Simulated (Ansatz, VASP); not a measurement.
## Mg5Se2: VASP beside Ansatz

```xyz
7
Lattice="3.7299 0.0000 0.0000 -1.8649 3.2302 0.0000 0.0000 0.0000 13.9305" Properties=species:S:1:pos:R:3 pbc="T T T"
Mg    0.0000    0.0000    0.0000
Mg    1.8649    1.0767    3.2860
Mg    0.0000    2.1534   10.6445
Mg    1.8649    1.0767    8.1928
Mg    0.0000    2.1534    5.7377
Se    1.8649    1.0767   12.2899
Se    0.0000    2.1534    1.6406
```

Alike in both runs: functional PBE; k mesh 12 × 12 × 4; occupations gaussian, width 0.1 eV; no spin polarisation.

Ansatz relaxed the structure, and its values are those at the end. VASP's run is a single point on that final structure, the one shown.

|  | VASP | Ansatz |
| --- | --- | --- |
| version | VASP 6.6.1 | Ansatz 0.2.0 |
| potentials or method | VASP PAW PBE potentials, release 64 (Mg, Se), cutoff 520 eV | scalar-relativistic, plane waves, PAW |
| valence electrons in the cell | 22 | 82 |

VASP gave:

```
gap on the k mesh at the Fermi level (eV) : none
pressure (GPa)                            : -0.1
```

Question: Which values does Ansatz return?

Answer: gap on the k mesh at the Fermi level (eV): none; pressure (GPa): 0.0.

A gap of «none» marks a metal or a gap that the smearing closes. The functional is the same, so the differences come from potentials, cutoffs and numerics. VASP's potentials hold 22 valence electrons a cell and Ansatz's 82, so a difference there can come from the potentials and not from the codes.
